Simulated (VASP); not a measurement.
Crystal: YAlC4N4.

```
Y Al C N
1.0
     6.06795    0.00000    0.00000
     0.00000    6.06795    0.00000
     0.00000    0.00000    6.06795
Y Al C N
1 1 4 4
Direct
  0.50000 0.50000 0.50000
  0.00000 0.00000 0.00000
  0.17840 0.17840 0.17840
  0.17840 0.82160 0.82160
  0.82160 0.17840 0.82160
  0.82160 0.82160 0.17840
  0.28972 0.28972 0.28972
  0.28972 0.71028 0.71028
  0.71028 0.28972 0.71028
  0.71028 0.71028 0.28972
```

- Program: VASP 6.6.1
- Task: relaxation of cell and atoms
- Functional: PBE
- Potentials or basis: VASP PAW PBE potentials, release 64 (Y_sv, Al, C, N)
- Cutoff: 600 eV
- k mesh: 4 × 4 × 4
- Occupations: gaussian, width 0.1 eV
- Spin: no spin polarisation

At the start: pressure 6.2 GPa; volume 22.34 Å³/atom.

Question: Where does the relaxation end?

Answer: Over 7 steps the energy falls by 36.5 meV/atom and the volume is 24.30 Å³/atom (+8.8 %); space group P-43m (No. 215, to 0.05 Å).

The path:
| step | energy change (eV) | largest force (eV/Å) | pressure (GPa) | volume (Å³) |
| --- | --- | --- | --- | --- |
| 1 | 0.0000 | 1.4523 | 6.23 | 223.42 |
| 2 | 2.1457 | 8.8091 | -8.57 | 252.71 |
| 3 | -0.1138 | 2.2187 | 2.37 | 228.39 |
| 4 | -0.3386 | 0.7737 | -1.58 | 247.59 |
| 5 | -0.3477 | 0.9179 | -1.01 | 244.20 |
| 6 | -0.1544 | 3.4599 | 3.67 | 239.20 |
| 7 | -0.3648 | 0.0285 | -0.04 | 243.04 |

Final structure:
```
CELL_PARAMETERS angstrom
6.24059 0.00000 0.00000
0.00000 6.24059 0.00000
0.00000 0.00000 6.24059
ATOMIC_POSITIONS crystal
Y 0.50000 0.50000 0.50000
Al 0.00000 0.00000 0.00000
C 0.18115 0.18115 0.18115
C 0.18115 0.81885 0.81885
C 0.81885 0.18115 0.81885
C 0.81885 0.81885 0.18115
N 0.29102 0.29102 0.29102
N 0.29102 0.70898 0.70898
N 0.70898 0.29102 0.70898
N 0.70898 0.70898 0.29102
```
